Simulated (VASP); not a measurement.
# BAs (I-4m2) in VASP: notebook

Runs on BAs. Level: LDA. Tasks: single point.

Program: VASP 6.6.1. These are calculated values, not measurements. Logs are shortened: lines on timing, memory, paths and dates and some standing lists are left out, and cuts for length are marked.

## Step 1: The cell of the first run

It takes space group I-4m2 (No. 119, tetragonal). Conventional cell: a = 3.792 Å, b = 3.792 Å, c = 3.791 Å, α = 90.00°, β = 90.00°, γ = 90.00°. Within 2.8 Å of B (site symmetry -4m2) lie 4 As at 2.12 Å. Within 2.8 Å of As (site symmetry -4m2) lie 4 B at 2.12 Å.

## Step 2: Single point, LDA

INCAR

```
SYSTEM = BAs
ALGO = Normal ; EDIFF = 1E-7
ENCUT = 520 ; GGA = CA
ISIF = 2 ; ISMEAR = -1
LASPH = .TRUE. ; LCHARG = .FALSE.
LREAL = .FALSE. ; LWAVE = .FALSE.
NBANDS = 11 ; NELM = 100
PREC = Accurate ; SIGMA = 0.2
```

KPOINTS

```
k-points
0
G
  12 12 12
  0 0 0
```

POSCAR

```
BAs
1.0
    0.0000000000      2.6811355699      1.8955628479
    2.6811355699      0.0000000000      1.8955628479
    2.6811355699      2.6811355699      0.0000000000
B As
1 1
Direct
    0.0000000000      0.0000000000      0.0000000000
    0.7500000000      0.7500000000      0.7500000000
```

Potentials or basis: VASP PAW LDA potentials, release 64 (B, As).

Run with:

```
$ cat potpaw_LDA.64/B/POTCAR potpaw_LDA.64/As/POTCAR > POTCAR
$ mpirun -np 1 vasp_std > vasp.out
```

OUTCAR:

```text
SYSTEM = BAs
   EDIFF = 1E-7
   ENCUT = 520
   GGA = CA
   ISIF = 2
   ISMEAR = -1
   LASPH = .TRUE.
   LREAL = .FALSE.
   NELM = 100
   PREC = Accurate

 ion  position               nearest neighbor table
   1  0.000  0.000  0.000-   2 2.12   2 2.12   2 2.12   2 2.12
   2  0.750  0.750  0.750-   1 2.12   1 2.12   1 2.12   1 2.12

  LATTYP: Found a body centered tetragonal cell.
 ALAT       =     3.7916982855
 C/A-ratio  =     0.9998489886

  Lattice vectors:

 A1 = (   0.0000000000,  -2.6811355699,  -1.8955628479)
 A2 = (   0.0000000000,   2.6811355699,  -1.8955628479)
 A3 = (   2.6811355699,   0.0000000000,   1.8955628479)

Analysis of symmetry for initial positions (statically):
=====================================================================
 Subroutine PRICEL returns:
 Original cell was already a primitive cell.

 Routine SETGRP: Setting up the symmetry group for a
 body centered tetragonal supercell.

 Subroutine GETGRP returns: Found  8 space group operations
 (whereof  8 operations were pure point group operations)
 out of a pool of 16 trial point group operations.

The static configuration has the point symmetry D_2d.

Analysis of symmetry for dynamics (positions and initial velocities):
=====================================================================
 Subroutine PRICEL returns:
 Original cell was already a primitive cell.

 Routine SETGRP: Setting up the symmetry group for a
 body centered tetragonal supercell.

 Subroutine GETGRP returns: Found  8 space group operations
 (whereof  8 operations were pure point group operations)
 out of a pool of 16 trial point group operations.

The dynamic configuration has the point symmetry D_2d.

 Subroutine INISYM returns: Found  8 space group operations
 (whereof  8 operations are pure point group operations),
 and found     1 'primitive' translations

----------------------------------------------------------------------------------------

                                     Primitive cell

  volume of cell :      27.2525

  direct lattice vectors                    reciprocal lattice vectors
     0.000000000  2.681135570  1.895562848    -0.186488145  0.186488145  0.263773897
     2.681135570  0.000000000  1.895562848     0.186488145 -0.186488145  0.263773897
     2.681135570  2.681135570  0.000000000     0.186488145  0.186488145 -0.263773897

  length of vectors
     3.283541755  3.283541755  3.791698286     0.373004458  0.373004458  0.373004458

  position of ions in fractional coordinates (direct lattice)
     0.000000000  0.000000000  0.000000000
     0.750000000  0.750000000  0.750000000

  ion indices of the primitive-cell ions
   primitive index   ion index
                 1           1
                 2           2

----------------------------------------------------------------------------------------

 KPOINTS: k-points

Automatic generation of k-mesh.
 Grid dimensions read from file:
 generate k-points for:   12   12   12

 Generating k-lattice:

  Cartesian coordinates                     Fractional coordinates (reciprocal lattice)
    -0.015540679  0.015540679  0.021981158     0.083333333 -0.000000000  0.000000000
     0.015540679 -0.015540679  0.021981158    -0.000000000  0.083333333  0.000000000
     0.015540679  0.015540679 -0.021981158     0.000000000  0.000000000  0.083333333

  Length of vectors
     0.031083705  0.031083705  0.031083705

  Shift w.r.t. Gamma in fractional coordinates (k-lattice)
     0.000000000  0.000000000  0.000000000

 Subroutine IBZKPT returns following result:
 ===========================================

 Found    163 irreducible k-points:

 Following reciprocal coordinates:
            Coordinates               Weight
  0.000000  0.000000  0.000000      1.000000
  0.083333 -0.000000  0.000000      8.000000
  0.166667 -0.000000  0.000000      8.000000
  0.250000 -0.000000  0.000000      8.000000
  0.333333 -0.000000  0.000000      8.000000
  0.416667 -0.000000  0.000000      8.000000
[... 16 lines left out ...]
  0.500000  0.166667  0.000000      8.000000
 -0.416667  0.166667  0.000000      8.000000
 [... further k-points ...]
   k-points           NKPTS =    163   k-points in BZ     NKDIM =    163   number of bands    NBANDS=     11
   number of dos      NEDOS =    301   number of ions     NIONS =      2
   total plane-waves  NPLWV =  16128
   dimension x,y,z NGX =    24 NGY =   24 NGZ =   28
   dimension x,y,z NGXF=    48 NGYF=   48 NGZF=   56
   ions per type =               1   1
   NGX,Y,Z   is equivalent  to a cutoff of  12.15, 12.15, 12.28 a.u.
   NGXF,Y,Z  is equivalent  to a cutoff of  24.30, 24.30, 24.55 a.u.
 SYSTEM =  BAs
   PREC   = accura    normal or accurate (medium, high low for compatibility)
   ISTART =      0    job   : 0-new  1-cont  2-samecut
   ICHARG =      2    charge: 1-file 2-atom 10-const
   ISPIN  =      1    spin polarized calculation?
   LNONCOLLINEAR =      F non collinear calculations
   LSORBIT =      F    spin-orbit coupling
   LASPH  =      T    aspherical Exc in radial PAW
   ENCUT  =  520.0 eV  38.22 Ry    6.18 a.u.   6.11  6.11  7.05*2*pi/ulx,y,z
   NELM   =    100;   NELMIN=  2; NELMDL= -5     # of ELM steps
   EDIFF  = 0.1E-06   stopping-criterion for ELM
   LREAL  =      F    real-space projection
   EDIFFG = 0.1E-05   stopping-criterion for IOM
   NSW    =      0    number of steps for IOM
   IBRION =     -1    ionic relax: 0-MD 1-quasi-New 2-CG
   NFREE  =      0    steps in history (QN), initial steepest desc. (CG)
   ISIF   =      2    stress and relaxation
   ISYM   =      2    0-nonsym 1-usesym 2-fastsym
   POTIM  = 0.5000    time-step for ionic-motion
   TEBEG  =    0.0;   TEEND  =   0.0 temperature during run
   PSTRESS=    0.0 pullay stress
   NELECT =       8.0000    total number of electrons
   NUPDOWN=      -1.0000    fix difference up-down
   EMIN   =  10.00;   EMAX   =-10.00  energy-range for DOS
   EFERMI =   0.00;   METHOD = LEGACY
   ISMEAR =    -1;   SIGMA  =   0.20  broadening in eV -4-tet -1-fermi 0-gaus
   EFERMI_NEDOS =   21; number of points for ismear=-14 and -15
   IALGO  =     38    algorithm
   IMIX   =      4    mixing-type and parameters
     AMIX     =   0.40;   BMIX     =  1.00
     AMIX_MAG =   1.60;   BMIX_MAG =  1.00
  volume/ion in A,a.u.               =      13.63        91.95
  Fermi-wavevector in a.u.,A,eV,Ry     =   1.088018  2.056057 16.106360  1.183784
  Thomas-Fermi vector in A             =   2.224191
   LORBIT       =      0    0 simple, 1 ext, 2 COOP (PROOUT), +10 PAW based schemes
   GGA     = CA    functional components
   LHFCALC =     F    Hartree Fock is set to
   AEXX    =    0.0000 exact exchange contribution
   IVDW    =     0    specifies the selected vdW correction
   LEPSILON=     F    determine dielectric tensor
   LRPA    =     F    only Hartree local field effects (RPA)
 non-spin polarized calculation
  energy-cutoff  :      520.00
  volume of cell :       27.25
 maximum number of plane-waves:       746
   NGX = 13   NGY = 13   NGZ = 13

 number of electron       8.0000000 magnetization

 Free energy of the ion-electron system (eV)
  ---------------------------------------------------
  ext. energy  EPLUGINS =         0.00000000
  ---------------------------------------------------
  free energy    TOTEN  =       -12.08721556 eV

  energy without entropy =      -12.04396353  energy(sigma->0) =      -12.06558954

 E-fermi :   6.0579     XC(G=0): -10.8941

 val. band max:        6.0371698478   @ k =  -0.4167   0.5000   0.0833
 cond. band min:       6.0591605896   @ k =  -0.4167   0.4167   0.0833
 fundamental gap:      0.0219907418
 Fermi energy:         6.0578865999

 k-point     1 :       0.0000    0.0000    0.0000
  band No.  band energies     occupation
      1      -9.0931      2.00000
      2       5.3611      1.94045
      3       5.3611      1.94045
      4       7.8772      0.00022
      5       8.7946      0.00000
      6       9.9346      0.00000
      7      11.0072      0.00000
      8      11.0072      0.00000
      9      15.0775      0.00000
     10      16.3158      0.00000
     11      18.0526      0.00000

 k-point     2 :       0.0833   -0.0000    0.0000
  band No.  band energies     occupation
      1      -8.9717      2.00000
      2       4.8215      1.99588
      3       5.1242      1.98140
      4       7.3313      0.00343
      5       8.6255      0.00001
      6      10.2623      0.00000
      7      11.0357      0.00000
      8      11.5072      0.00000
      9      15.1389      0.00000
     10      16.6901      0.00000
     11      17.3086      0.00000

 k-point     3 :       0.1667   -0.0000    0.0000
  band No.  band energies     occupation
      1      -8.6111      2.00000
      2       3.3791      2.00000
      3       4.5734      1.99881
      4       6.6516      0.09775
      5       8.1613      0.00005
      6      10.6102      0.00000
      7      10.8771      0.00000
      8      12.8603      0.00000
      9      15.8100      0.00000
     10      16.5184      0.00000
     11      18.3896      0.00000

 k-point     4 :       0.2500   -0.0000    0.0000
  band No.  band energies     occupation
      1      -8.0263      2.00000
      2       1.5712      2.00000
      3       3.9650      1.99994
      4       6.1516      0.76997
      5       7.5848      0.00097
      6      10.4683      0.00000
      7      11.1665      0.00000
      8      14.3342      0.00000
      9      16.5936      0.00000
     10      17.2794      0.00000
     11      19.9081      0.00000

 k-point     5 :       0.3333   -0.0000    0.0000
  band No.  band energies     occupation
      1      -7.2585      2.00000
      2      -0.2032      2.00000
      3       3.4588      2.00000
      4       5.7841      1.59443
      5       7.1041      0.01064
      6      10.0435      0.00000
      7      11.8562      0.00000
      8      15.5065      0.00000
      9      17.0867      0.00000
     10      19.2326      0.00000
     11      20.6035      0.00000
[... 211 lines left out ...]
 k-point    21 :       0.3333    0.1667    0.0000
  band No.  band energies     occupation
      1      -6.8358      2.00000
      2       0.3994      2.00000
      3       2.5655      2.00000
      4       4.0874      1.99989
      5       6.7101      0.07385
      6      10.5504      0.00000
      7      11.7033      0.00000
      8      14.0004      0.00000
      9      18.9330      0.00000
     10      19.9369      0.00000
     11      21.6936      0.00000

 k-point    22 :       0.4167    0.1667    0.0000
  band No.  band energies     occupation
      1      -6.0339      2.00000
      2      -1.1253      2.00000
      3       2.2287      2.00000
      4       3.8396      1.99997
      5       7.2134      0.00617
      6      10.4739      0.00000
      7      11.5418      0.00000
      8      14.2121      0.00000
      9      19.7536      0.00000
     10      21.0079      0.00000
     11      21.7555      0.00000

 k-point    23 :       0.5000    0.1667    0.0000
  band No.  band energies     occupation
      1      -5.5741      2.00000
      2      -1.8994      2.00000
      3       2.1137      2.00000
      4       3.7122      1.99998
      5       7.5251      0.00130
      6      10.9538      0.00000
      7      11.4915      0.00000
      8      13.8898      0.00000
      9      19.5267      0.00000
     10      21.1193      0.00000
     11      22.0129      0.00000

 k-point    24 :      -0.4167    0.1667    0.0000
  band No.  band energies     occupation
      1      -5.9571      2.00000
      2      -1.4291      2.00000
      3       2.2292      2.00000
      4       3.7388      1.99998
      5       7.6078      0.00086
      6      11.5999      0.00000
      7      11.8582      0.00000
      8      13.6729      0.00000
      9      18.4287      0.00000
     10      19.9646      0.00000
     11      20.4130      0.00000

 [... further k-points ...]
[... 5 lines left out ...]
  --------------------------------------------------------------------------------------
  -------------------------------------------------------------------------------------
  Total       -2.8677528     -2.8677528      2.3866198      0.0000000     -0.0000000      0.0000000
  in kB     -168.5957252   -168.5957252    140.3098281      0.0000000     -0.0000000      0.0000000
  external PRESSURE =     -65.6272074 kB  Pullay stress =       0.0000000 kB

 VOLUME and BASIS-vectors are now :
 -----------------------------------------------------------------------------
  energy-cutoff  :      520.00
  volume of cell :       27.25
      direct lattice vectors                 reciprocal lattice vectors
     0.000000000  2.681135570  1.895562848    -0.186488145  0.186488145  0.263773897
     2.681135570  0.000000000  1.895562848     0.186488145 -0.186488145  0.263773897
     2.681135570  2.681135570  0.000000000     0.186488145  0.186488145 -0.263773897

 POSITION                                       TOTAL-FORCE (eV/Angst)
 -----------------------------------------------------------------------------------
      0.00000      0.00000      0.00000        -0.000000     -0.000000      0.000000
      4.02170      4.02170      2.84334         0.000000      0.000000     -0.000000
 -----------------------------------------------------------------------------------
    total drift:                                0.000000      0.000000     -0.000000

  FREE ENERGIE OF THE ION-ELECTRON SYSTEM (eV)
  ---------------------------------------------------
  free  energy   TOTEN  =       -12.0872155561 eV

  energy  without entropy=      -12.0439635310  energy(sigma->0) =      -12.06558954
```

Wall time 25 s (1 thread of Intel Xeon 6975P-C (Granite Rapids), shared host); peak memory 0.16 GiB.

What came out:

```yaml
Free_energy: -12.0872 eV
Pressure: -6.6 GPa
Band_gap_on_the_k_mesh: zero (band 4 reaches 7.88 eV, above the bottom of band 5 at 4.75 eV)
```

Stress tensor (GPa, compression positive):
```
-16.86   0.00   0.00
  0.00 -16.86   0.00
  0.00   0.00  14.03
```

[end of part 1 of 3]
